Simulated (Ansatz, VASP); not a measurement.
# One calculation of TaN, two programs

Contents of INCAR:

```
SYSTEM = TaN
  ALGO = Normal
  EDIFF = 1E-6
  ENCUT = 520
  GGA = PS
  ISIF = 2
  ISMEAR = 0
  LASPH = .TRUE.
  LCHARG = .FALSE.
  LREAL = .FALSE.
  LWAVE = .FALSE.
  NBANDS = 15
  NELM = 100
  PREC = Accurate
  SIGMA = 0.15
```

KPOINTS

```
k-points
0
G
  18 18 18
  0 0 0
```

Contents of POSCAR:

```
TaN
1.0
    0.0000000000      2.0700500000      2.1790000000
    2.0700500000      0.0000000000      2.1790000000
    2.0700500000      2.0700500000      0.0000000000
Ta N
1 1
Direct
    0.5000000000      0.5000000000      0.5000000000
    0.0000000000      0.0000000000      0.0000000000
```

Input for Ansatz:

```yaml
crystal:
  lattice:
    - [0.0, 2.07005, 2.179]
    - [2.07005, 0.0, 2.179]
    - [2.07005, 2.07005, 0.0]
  atoms:
    - { symbol: Ta, position: [0.5, 0.5, 0.5] }
    - { symbol: "N", position: [0.0, 0.0, 0.0] }
basis:
  ecutwfc: 420
kpoints:
  mp_grid: { grid: [18, 18, 18] }
hamiltonian:
  xc: pbesol
scf:
  occupations: { method: gaussian, width: 0.15 }
output:
  forces: true
  stress: true
  eigenvalues: true
```

Change from the starting cell: strain -0.050 along x and y, +0.000 along z, atoms carried along.

Alike in both runs: task single point; functional PBEsol; k mesh 18 × 18 × 18; occupations gaussian, width 0.15 eV; no spin polarisation.

|  | VASP | Ansatz |
| --- | --- | --- |
| version | VASP 6.6.1 | Ansatz 0.2.0 |
| potentials or method | VASP PAW PBE potentials, release 64 (Ta_pv, N), cutoff 520 eV | scalar-relativistic, plane waves, PAW |
| valence electrons in the cell | 16 | 18 |

Ansatz gave:

* gap on the k mesh at the Fermi level (eV): none
* pressure (GPa): 55.7
* traceless stress, the component that is largest in VASP (GPa): -32.71

Which values does VASP return?

gap on the k mesh at the Fermi level (eV): none; pressure (GPa): 57.6; traceless stress, the component that is largest in VASP (GPa): -33.07.

VASP's potentials were made for PBE, not for PBEsol. A gap of «none» marks a metal or a gap that the smearing closes. Both programs put the cell under a high pressure, so it lies far from rest at this level. VASP's potentials hold 16 valence electrons a cell and Ansatz's 18, so a difference there can come from the potentials and not from the codes.

Spin-orbit coupling is off throughout.
